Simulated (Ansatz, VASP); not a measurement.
## Two plane-wave programs on Sc3B2P

```
Sc B P
1.0
     3.14271    0.00000    0.00000
     0.00000    3.14271    0.00000
     0.00000    0.00000   11.46873
Sc B P
3 2 1
Direct
  0.00000 0.00000 0.77082
  0.00000 0.00000 0.22918
  0.50000 0.50000 0.50000
  0.50000 0.50000 0.69400
  0.50000 0.50000 0.30600
  0.00000 0.00000 0.00000
```

Alike in both runs: task single point; functional PBE; k mesh 6 × 6 × 2; occupations gaussian, width 0.1 eV; collinear spin.

```csv
,VASP,Ansatz
version,VASP 6.6.1,Ansatz 0.2.0
potentials or method,"VASP PAW PBE potentials, release 64 (Sc_sv, B, P), cutoff 520 eV","scalar-relativistic, plane waves, PAW"
valence electrons in the cell,44,44
```

|  | VASP | Ansatz | Ansatz less VASP |
| --- | --- | --- | --- |
| gap on the k mesh at the Fermi level (eV) | none | none | - |
| pressure (GPa) | 0.2 | 0.0 | -0.15 |
| traceless stress, the component that is largest in VASP (GPa) | 0.25 | 0.18 | -0.069 |
| rms of the force components (eV/Å) | 0.005 | 0.004 | -0.0008 |
| net moment per atom (μB) | 0.04 | 0.04 | -0.002 |
| size of the moment on the site where the two differ most (μB) | 0.13 | 0.08 | -0.050 |

Site moments also hang on the region over which each program counts them. Atom by atom the forces differ by 0.003 eV/Å (rms over components). A gap of «none» marks a metal or a gap that the smearing closes. The functional is the same, so the differences come from potentials, cutoffs and numerics. Ansatz's warnings: seeded moment not kept.
